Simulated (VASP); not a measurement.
Wanted: the native input for a VASP 6.6.1 run.

| Quantity | Value |
| --- | --- |
| Task | relaxation of cell and atoms |
| Functional | PBE |
| Potentials or basis | VASP PAW PBE potentials, release 64 (Al, Ga_d, Ru_pv) |
| Cutoff | 600 eV |
| k mesh | 4 × 4 × 4 |
| Occupations | gaussian, width 0.1 eV |
| Spin | no spin polarisation |
| Dipole correction | no |
| Further INCAR settings | ALGO = Normal; EDIFF = 1e-06; IBRION = 2; EDIFFG = -0.04; NSW = 90; ISIF = 3 |

The structure of AlGa3Ru lies in POSCAR:

```
AlGa3Ru
1.0
    4.0921542949      0.0000000000      0.0000000000
    0.0000000000      4.0921542949      0.0000000000
    0.0000000000      0.0000000000      4.1434344239
Al Ga Ru
1 3 1
Direct
    0.0000000000      0.0000000000      0.0000000000
    0.5000000000      0.5000000000      0.9750000000
    0.0000000000      0.5000000000      0.4850000000
    0.5000000000      0.0000000000      0.4850000000
    0.5000000000      0.5000000000      0.5150000000
```

These files were run (other wordings do the same):

INCAR

```
ALGO     = Normal         # electronic algorithm
EDIFF    = 1E-6           # SCF threshold, eV
EDIFFG   = -0.04          # ionic threshold
ENCUT    = 600            # plane-wave cutoff, eV
GGA      = PE             # functional
IBRION   = 2              # ionic algorithm
ISIF     = 3              # what is computed and relaxed
ISMEAR   = 0              # smearing method
LASPH    = True           # aspherical terms in the spheres
LCHARG   = False          # write CHGCAR
LREAL    = False          # projectors in reciprocal space
LWAVE    = False          # write WAVECAR
NELM     = 60             # most SCF steps
NSW      = 90             # ionic steps
PREC     = Accurate       # precision mode
SIGMA    = 0.1            # smearing width, eV
```

KPOINTS

```
k-points
0
Gamma
  4 4 4
```

Potentials or basis: VASP PAW PBE potentials, release 64 (Al, Ga_d, Ru_pv).

Run with:

```bash
$ cat potpaw_PBE.64/Al/POTCAR potpaw_PBE.64/Ga_d/POTCAR potpaw_PBE.64/Ru_pv/POTCAR > POTCAR
$ mpirun -np 1 vasp_std > vasp.out
```

Results of the run:

| Quantity | Value |
| --- | --- |
| Relaxed volume | 22.10 Å³/atom |
| Relaxed cell | a = 4.796 Å, b = 4.796 Å, c = 4.803 Å, α = 90.00°, β = 90.00°, γ = 90.00° |
| Space group after relaxing (to 0.1 Å) | Pm-3m (No. 221) |
| Energy gained by relaxing | 1780.4 meV/atom |
| Ionic steps | 19 |
| Pressure after relaxing | 0.1 GPa |
| Largest force after relaxing | 0.029 eV/Å |
| Band gap on the k mesh | zero (bands 28 and 29 overlap by 0.54 eV) |

Caveat: the k points lie up to 0.33 Å⁻¹ apart in the final cell, too coarse for converged energies and pressures of a metal; the volume moved by over 15 % at a fixed basis, so the end points are rough.

Run time: 11 min on 1 thread of AMD EPYC 9R14 (Zen 4), on a shared host, peak memory 0.21 GiB.
